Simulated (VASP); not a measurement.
Input of a VASP 6.6.1 run:

The input INCAR:

```
SYSTEM = Re
ALGO = Normal
EDIFF = 1E-6
ENCUT = 520
GGA = PE
ISIF = 2
ISMEAR = -1
LASPH = .TRUE.
LCHARG = .TRUE.
LELF = .TRUE.
LREAL = .FALSE.
LVHAR = .TRUE.
LWAVE = .FALSE.
NBANDS = 14
NELM = 80
PREC = Accurate
SIGMA = 0.1
```

The input KPOINTS:

```
k-points
0
G
  8 8 5
  0 0 0
```

POSCAR

```
Re
1.0
    2.7768706464      0.0000000000      0.0000000000
   -1.3884353232      2.4048405228      0.0000000000
    0.0000000000      0.0000000000      4.4788142384
Re
2
Direct
    0.3333333333      0.6666666667      0.2500000000
    0.6666666667      0.3333333333      0.7500000000
```

Potentials or basis: VASP PAW PBE potentials, release 64 (Re).

The run is started by

```console
$ cat potpaw_PBE.64/Re/POTCAR > POTCAR
$ mpirun -np 1 vasp_std > vasp.out
```

Problem. What does it give for the band gap on the k mesh?

Solution. Zero (band 7 reaches 8.97 eV, above the bottom of band 8 at 6.20 eV).

Problem. What does it give for the pressure?

Solution. -0.5 GPa.

Caveat: spin-orbit coupling is left out, which moves the levels of the heavy elements.
